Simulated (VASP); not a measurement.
## LiCl: G0W0 quasiparticle levels with HSE06

The system is LiCl.

```
CELL_PARAMETERS angstrom
0.00000 2.55604 2.55604
2.55604 0.00000 2.55604
2.55604 2.55604 0.00000
ATOMIC_POSITIONS crystal
Li 0.00000 0.00000 0.00000
Cl 0.50000 0.50000 0.50000
```

| Quantity | Value |
| --- | --- |
| Program | VASP 6.6.1 |
| Task | G0W0 quasiparticle levels |
| Functional | HSE06 |
| Potentials or basis | VASP PAW PBE potentials, release 64 (Li_GW, Cl_GW) |
| Cutoff | 500 eV |
| k mesh | 4 × 4 × 4 |
| Occupations | gaussian, width 0.01 eV |
| Spin | no spin polarisation |
| Dipole correction | no |
| GW scheme | G0W0 |
| GW iterations | 1 |
| Cutoff of the response function | 100 |
| Frequency points | 96 |
| Empty bands | 150 |
| Grid for exact exchange (PRECFOCK) | Fast |
| Further INCAR settings | ALGO = EVGW0; EDIFF = 1e-08; NBANDS = 154 |
| Share of exact exchange | 0.25 |
| Screening parameter | 0.2 1/Å |

The quasiparticle gap is 9.45 eV. The least direct quasiparticle gap is 9.45 eV and the band gap of the starting levels on the mesh is 7.80 eV. The least direct gap of the starting levels on the mesh is 7.80 eV.

Wall time 4.7 min on 1 thread of Intel(R) Xeon(R) 6975P-C (Granite Rapids), with other jobs on the host, peak memory 0.49 GiB.

Caveat: the k points lie up to 0.53 Å⁻¹ apart; bands, screening cutoff and mesh are small and nothing is extrapolated, so the quasiparticle values aren't converged.
